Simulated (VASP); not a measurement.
# KNd2Sb3 (P-4m2) in VASP: notebook

KNd2Sb3 is run at these levels: PBE; tasks: single point, relaxation of cell and atoms.

All numbers are computed with VASP 6.6.1; they aren't measurements. Logs are shortened: lines on timing, memory, paths and dates and some standing lists are left out, and cuts for length are marked.

### Step 1. The cell of the first run

Symmetry: P-4m2, No. 115, tetragonal system. The conventional cell has a = 5.950 Å, b = 5.950 Å, c = 6.480 Å, α = 90.00°, β = 90.00°, γ = 90.00°. Within 4.3 Å of K (site symmetry -4m2) lie 6 Sb at 3.24 to 4.21 Å and 4 Nd at 3.80 Å. Within 4.1 Å of Nd (site symmetry 2mm) lie 6 Sb at 3.10 to 3.80 Å and 2 K at 3.80 Å. Sb (site symmetry -4m2) has 4 Nd at 3.10 Å and 6 Sb at 3.24 to 4.21 Å within 4.3 Å. Within 4.3 Å of Sb (site symmetry -4m2) lie 4 Nd at 3.10 Å and 2 K at 3.24 Å and 4 Sb at 4.21 Å. Within 4.3 Å of Sb (site symmetry -4m2) lie 2 Sb at 3.24 Å and 4 Nd at 3.80 Å and 4 K at 4.21 Å.

The cell was built from a structure type or drawn by symmetry, and may not be a known phase.

### Step 2. Single point, PBE

The input, INCAR:

```
PREC     = Accurate       # precision mode
ENCUT    = 500            # plane-wave cutoff, eV
EDIFF    = 1E-6           # SCF threshold, eV
ISMEAR   = 0              # smearing method
SIGMA    = 0.2            # smearing width, eV
LREAL    = F              # projectors in reciprocal space
LASPH    = T              # aspherical terms in the spheres
NELM     = 200            # most SCF steps
ALGO     = Normal         # electronic algorithm
ISIF     = 2              # what is computed and relaxed
LWAVE    = F              # write WAVECAR
LCHARG   = F              # write CHGCAR
GGA      = PE             # functional
NBANDS   = 32             # bands
GGA_COMPAT= F            
LMAXMIX  = 6              # l up to which the mixer works
```

The input, KPOINTS:

```
Automatic mesh
0
Gamma
  3 3 3
```

The input, POSCAR:

```
KNd2Sb3
1.0
    5.9502864135      0.0000000000      0.0000000000
    0.0000000000      5.9502864135      0.0000000000
    0.0000000000      0.0000000000      6.4802413110
K Nd Sb
1 2 3
Direct
    0.0000000000      0.0000000000      0.0000000000
    0.0000000000      0.5000000000      0.3650290162
    0.5000000000      0.0000000000      0.6349709838
    0.5000000000      0.5000000000      0.5000000000
    0.0000000000      0.0000000000      0.5000000000
    0.5000000000      0.5000000000      0.0000000000
```

Potentials or basis: VASP PAW PBE potentials, release 64 (K_sv, Nd_3, Sb), 4f in core.

The run is started by

```sh
$ cat potpaw_PBE.64/K_sv/POTCAR potpaw_PBE.64/Nd_3/POTCAR potpaw_PBE.64/Sb/POTCAR > POTCAR
$ mpirun -np 1 vasp_std > vasp.out
```

OUTCAR:

```text
PREC = Accurate
   ENCUT = 500
   EDIFF = 1E-6
   ISMEAR = 0
   LREAL = F
   LASPH = T
   NELM = 200
   ISIF = 2
   GGA = PE

 ion  position               nearest neighbor table
   1  0.000  0.000  0.000-   5 3.24   5 3.24   2 3.80   3 3.80   2 3.80   3 3.80
   2  0.000  0.500  0.365-   4 3.10   5 3.10   5 3.10   4 3.10   1 3.80   1 3.80
   3  0.500  0.000  0.635-   4 3.10   5 3.10   4 3.10   5 3.10   1 3.80   1 3.80
   4  0.500  0.500  0.500-   2 3.10   3 3.10   3 3.10   2 3.10   6 3.24   6 3.24
   5  0.000  0.000  0.500-   2 3.10   3 3.10   2 3.10   3 3.10   1 3.24   1 3.24
   6  0.500  0.500  0.000-   4 3.24   4 3.24

  LATTYP: Found a simple tetragonal cell.
 ALAT       =     5.9502864135
 C/A-ratio  =     1.0890637628

  Lattice vectors:

 A1 = (   5.9502864135,   0.0000000000,   0.0000000000)
 A2 = (   0.0000000000,   5.9502864135,   0.0000000000)
 A3 = (   0.0000000000,   0.0000000000,   6.4802413110)

Analysis of symmetry for initial positions (statically):
=====================================================================
 Subroutine PRICEL returns:
 Original cell was already a primitive cell.

 Routine SETGRP: Setting up the symmetry group for a
 simple tetragonal supercell.

 Subroutine GETGRP returns: Found  8 space group operations
 (whereof  8 operations were pure point group operations)
 out of a pool of 16 trial point group operations.

The static configuration has the point symmetry D_2d.

Analysis of symmetry for dynamics (positions and initial velocities):
=====================================================================
 Subroutine PRICEL returns:
 Original cell was already a primitive cell.

 Routine SETGRP: Setting up the symmetry group for a
 simple tetragonal supercell.

 Subroutine GETGRP returns: Found  8 space group operations
 (whereof  8 operations were pure point group operations)
 out of a pool of 16 trial point group operations.

The dynamic configuration has the point symmetry D_2d.

 Subroutine INISYM returns: Found  8 space group operations
 (whereof  8 operations are pure point group operations),
 and found     1 'primitive' translations

----------------------------------------------------------------------------------------

                                     Primitive cell
[... 79 lines left out ...]
   NELM   =    200;   NELMIN=  2; NELMDL= -5     # of ELM steps
   EDIFF  = 0.1E-05   stopping-criterion for ELM
   LREAL  =      F    real-space projection
   EDIFFG = 0.1E-04   stopping-criterion for IOM
   NSW    =      0    number of steps for IOM
   IBRION =     -1    ionic relax: 0-MD 1-quasi-New 2-CG
   NFREE  =      0    steps in history (QN), initial steepest desc. (CG)
   ISIF   =      2    stress and relaxation
   ISYM   =      2    0-nonsym 1-usesym 2-fastsym
   POTIM  = 0.5000    time-step for ionic-motion
   TEBEG  =    0.0;   TEEND  =   0.0 temperature during run
   PSTRESS=    0.0 pullay stress
   NELECT =      46.0000    total number of electrons
   NUPDOWN=      -1.0000    fix difference up-down
   EMIN   =  10.00;   EMAX   =-10.00  energy-range for DOS
   EFERMI =   0.00;   METHOD = LEGACY
   ISMEAR =     0;   SIGMA  =   0.20  broadening in eV -4-tet -1-fermi 0-gaus
   EFERMI_NEDOS =   21; number of points for ismear=-14 and -15
   IALGO  =     38    algorithm
   IMIX   =      4    mixing-type and parameters
     AMIX     =   0.40;   BMIX     =  1.00
     AMIX_MAG =   1.60;   BMIX_MAG =  1.00
  volume/ion in A,a.u.               =      38.24       258.05
  Fermi-wavevector in a.u.,A,eV,Ry     =   0.958161  1.810662 12.491133  0.918072
  Thomas-Fermi vector in A             =   2.087244
   LORBIT       =      0    0 simple, 1 ext, 2 COOP (PROOUT), +10 PAW based schemes
   GGA     = PE    functional components
   LHFCALC =     F    Hartree Fock is set to
   AEXX    =    0.0000 exact exchange contribution
   IVDW    =     0    specifies the selected vdW correction
   LEPSILON=     F    determine dielectric tensor
   LRPA    =     F    only Hartree local field effects (RPA)
 non-spin polarized calculation
 Gauss-broadening in eV      SIGMA  =   0.20
  energy-cutoff  :      500.00
  volume of cell :      229.44
 maximum number of plane-waves:      5844
 NGX is ok and might be reduce to    48
   NGX = 21   NGY = 21   NGZ = 23

 number of electron      46.0000002 magnetization

 Free energy of the ion-electron system (eV)
  ---------------------------------------------------
  ext. energy  EPLUGINS =         0.00000000
  ---------------------------------------------------
  free energy    TOTEN  =       -26.14324275 eV

  energy without entropy =      -26.11722622  energy(sigma->0) =      -26.13023449

 E-fermi :   3.4675     XC(G=0):  -8.4161

 val. band max:        3.4618217942   @ k =   0.0000   0.0000   0.0000
 cond. band min:       3.5366424095   @ k =   0.0000   0.0000   0.3333
 fundamental gap:      0.0748206152
 Fermi energy:         3.4674909671

 k-point     1 :       0.0000    0.0000    0.0000
  band No.  band energies     occupation
      1     -35.1760      2.00000
      2     -35.1697      2.00000
      3     -27.5614      2.00000
      4     -16.4316      2.00000
      5     -16.4110      2.00000
      6     -16.3059      2.00000
[... 199 lines left out ...]
     31       6.1775      0.00000
     32       6.3352      0.00000

------------------------ aborting loop because EDIFF is reached ----------------------------------------

  FORCE on cell =-STRESS in cart. coord.  units (eV):
  Direction    XX          YY          ZZ          XY          YZ          ZX
  --------------------------------------------------------------------------------------
  -------------------------------------------------------------------------------------
  Total        0.2208474      0.2208474     -0.0773384      0.0000000      0.0000000      0.0000000
  in kB        1.5421828      1.5421828     -0.5400564      0.0000000      0.0000000      0.0000000
  external PRESSURE =       0.8481031 kB  Pullay stress =       0.0000000 kB

 VOLUME and BASIS-vectors are now :
 -----------------------------------------------------------------------------
  energy-cutoff  :      500.00
  volume of cell :      229.44
      direct lattice vectors                 reciprocal lattice vectors
     5.950286413  0.000000000  0.000000000     0.168059137  0.000000000  0.000000000
     0.000000000  5.950286413  0.000000000     0.000000000  0.168059137  0.000000000
     0.000000000  0.000000000  6.480241311     0.000000000  0.000000000  0.154315241

 POSITION                                       TOTAL-FORCE (eV/Angst)
 -----------------------------------------------------------------------------------
      0.00000      0.00000      0.00000         0.000000      0.000000      0.000000
      0.00000      2.97514      2.36548         0.000000      0.000000     -0.003482
      2.97514      0.00000      4.11477         0.000000      0.000000      0.003482
      2.97514      2.97514      3.24012         0.000000      0.000000      0.000000
      0.00000      0.00000      3.24012         0.000000      0.000000      0.000000
      2.97514      2.97514      0.00000         0.000000     -0.000000      0.000000
 -----------------------------------------------------------------------------------
    total drift:                                0.000000      0.000000     -0.000000

  FREE ENERGIE OF THE ION-ELECTRON SYSTEM (eV)
  ---------------------------------------------------
  free  energy   TOTEN  =       -26.1432427548 eV

  energy  without entropy=      -26.1172262174  energy(sigma->0) =      -26.13023449
```

OSZICAR:

```text
N       E                     dE             d eps       ncg     rms          rms(c)
DAV:   1     0.347127014385E+03    0.34713E+03   -0.18412E+04   384   0.120E+03
DAV:   2     0.420356182462E+00   -0.34671E+03   -0.33571E+03   440   0.300E+02
DAV:   3    -0.252575812918E+02   -0.25678E+02   -0.25349E+02   600   0.717E+01
DAV:   4    -0.269920128175E+02   -0.17344E+01   -0.17251E+01   648   0.157E+01
DAV:   5    -0.270426038011E+02   -0.50591E-01   -0.50584E-01   552   0.249E+00    0.899E+00
DAV:   6    -0.263279399532E+02    0.71466E+00   -0.11122E+00   512   0.396E+00    0.554E+00
DAV:   7    -0.261396289538E+02    0.18831E+00   -0.92198E-01   544   0.378E+00    0.152E+00
DAV:   8    -0.261410805507E+02   -0.14516E-02   -0.16234E-01   528   0.140E+00    0.552E-01
DAV:   9    -0.261421828746E+02   -0.11023E-02   -0.14677E-02   488   0.428E-01    0.231E-01
DAV:  10    -0.261429433469E+02   -0.76047E-03   -0.25019E-03   528   0.216E-01    0.620E-02
DAV:  11    -0.261431818416E+02   -0.23849E-03   -0.41729E-04   544   0.814E-02    0.376E-02
DAV:  12    -0.261432186026E+02   -0.36761E-04   -0.54738E-05   544   0.293E-02    0.122E-02
DAV:  13    -0.261432419111E+02   -0.23309E-04   -0.30975E-05   456   0.204E-02    0.632E-03
DAV:  14    -0.261432427548E+02   -0.84362E-06   -0.34347E-06   464   0.770E-03
   1 F= -.26143243E+02 E0= -.26130234E+02  d E =-.260165E-01
```

It took 49 s on 1 thread of Intel Xeon 6975P-C (Granite Rapids), shared host; peak memory 0.3 GiB.

What came out:

```
Free energy   : -26.1432 eV
Pressure      : 0.1 GPa
Largest force : 0.003 eV/Å
```

Forces in eV/Å, atoms in the order of the input:
```
K    0.000  0.000  0.000
Nd   0.000  0.000 -0.003
Nd   0.000  0.000  0.003
Sb   0.000  0.000  0.000
Sb   0.000  0.000  0.000
Sb   0.000  0.000  0.000
```

Levels at points of the mesh, in eV from the Fermi level:
| k point | band 21 | band 22 | band 23 | band 24 | band 25 | band 26 |
| --- | --- | --- | --- | --- | --- | --- |
| (0.00, 0.00, 0.00) | -1.01 | -0.40 | -0.40 | -0.01 | 0.42 | 0.69 |

Caveat: spin-orbit coupling is left out, which moves the levels of the heavy elements; the 4f electrons are frozen in the core, so they carry no moment and show no levels. Spin polarisation is off, so any magnetic state and its effect on volume and gap are missing.

(Continued in part 2 of 3.)
